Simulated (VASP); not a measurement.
Crystal: Cd2C.

```
Cd C
1.0
     3.85716    0.00000    0.00000
    -1.92858    3.34040    0.00000
     0.00000    0.00000    4.65834
Cd C
2 1
Direct
  0.33333 0.66667 0.04353
  0.66667 0.33333 0.04353
  0.00000 0.00000 0.76334
```

* Program: VASP 6.6.1
* Task: relaxation of cell and atoms
* Functional: PBE
* Potentials or basis: VASP PAW PBE potentials, release 64 (Cd, C)
* Cutoff: 600 eV
* k mesh: 6 × 6 × 4
* Occupations: gaussian, width 0.1 eV
* Spin: no spin polarisation

At the start: pressure 39.5 GPa; volume 20.01 Å³/atom.

Q: How do energy, volume and symmetry change on relaxing?

A: Over 12 steps the energy falls by 1431.8 meV/atom and the volume is 20.06 Å³/atom (+0.2 %); space group P6mm (No. 183, to 0.05 Å).

Step by step:
| step | energy change (eV) | largest force (eV/Å) | pressure (GPa) | volume (Å³) |
| --- | --- | --- | --- | --- |
| 1 | 0.0000 | 1.6145 | 39.51 | 60.02 |
| 2 | -2.2141 | 0.9632 | -7.68 | 108.60 |
| 3 | -3.4140 | 1.6619 | -2.94 | 82.53 |
| 4 | -3.4144 | 1.6757 | -2.67 | 82.06 |
| 5 | -3.7033 | 1.3518 | -2.46 | 78.29 |
| 6 | -4.1765 | 0.2384 | -1.07 | 67.01 |
| 7 | -4.2761 | 0.0358 | 0.20 | 61.73 |
| 8 | -4.2841 | 0.0521 | 1.89 | 58.09 |
| 9 | -4.2887 | 0.0236 | 1.08 | 59.58 |
| 10 | -4.2890 | 0.0129 | -1.36 | 61.30 |
| 11 | -4.2947 | 0.0154 | -0.21 | 60.43 |
| 12 | -4.2953 | 0.0179 | -0.11 | 60.17 |

Final structure:
```yaml
crystal:
  lattice:
    - [4.60785, 0.00000, 0.00000]
    - [-2.30392, 3.99051, 0.00000]
    - [0.00000, 0.00000, 3.27211]
  atoms:
    - { symbol: Cd, position: [0.33333, 0.66667, 0.98558] }
    - { symbol: Cd, position: [0.66667, 0.33333, 0.98558] }
    - { symbol: C, position: [0.00000, 0.00000, 0.87925] }
```
